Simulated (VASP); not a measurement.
Input of a VASP 6.6.1 run:

INCAR

```
SYSTEM = Hf
PREC = Accurate
ENCUT = 520
EDIFF = 1E-8
ISMEAR = -1
SIGMA = 0.05
LREAL = .FALSE.
LASPH = .TRUE.
NELM = 80
ALGO = Normal
ISIF = 2
LWAVE = .FALSE.
LCHARG = .FALSE.
GGA = PE
LEFG = .TRUE.
NBANDS = 17
```

File KPOINTS:

```
Automatic mesh
0
G
  13 13 7
  0 0 0
```

POSCAR

```
Hf
1.0
    3.1966985242      0.0000000000      0.0000000000
   -1.5983492621      2.7684221302      0.0000000000
    0.0000000000      0.0000000000      4.9060660000
Hf
2
Direct
    0.3333333333      0.6666666667      0.2500000000
    0.6666666667      0.3333333333      0.7500000000
```

Potentials or basis: VASP PAW PBE potentials, release 64 (Hf_pv).

The run is started by

```bash
$ cat potpaw_PBE.64/Hf_pv/POTCAR > POTCAR
$ mpirun -np 1 vasp_std > vasp.out
```

Question: What does it give for the pressure?

Answer: 4.1 GPa.

Question: Predict the band gap on the k mesh.

Answer: Zero (band 10 reaches 6.24 eV, above the bottom of band 11 at 4.73 eV).

Electric field gradients, principal values (V/Å²):
```csv
atom,least,middle,greatest (by size)
1 Hf,-57.318,-57.320,114.638
2 Hf,-57.318,-57.320,114.638
```

Caveat: the cell differs from its parent crystal (zz strain of -3 %); without QUAD_EFG the Cq values of the log hold for a quadrupole moment of 1 mb, not for the nuclei; spin-orbit coupling is left out, which moves the levels of the heavy elements.
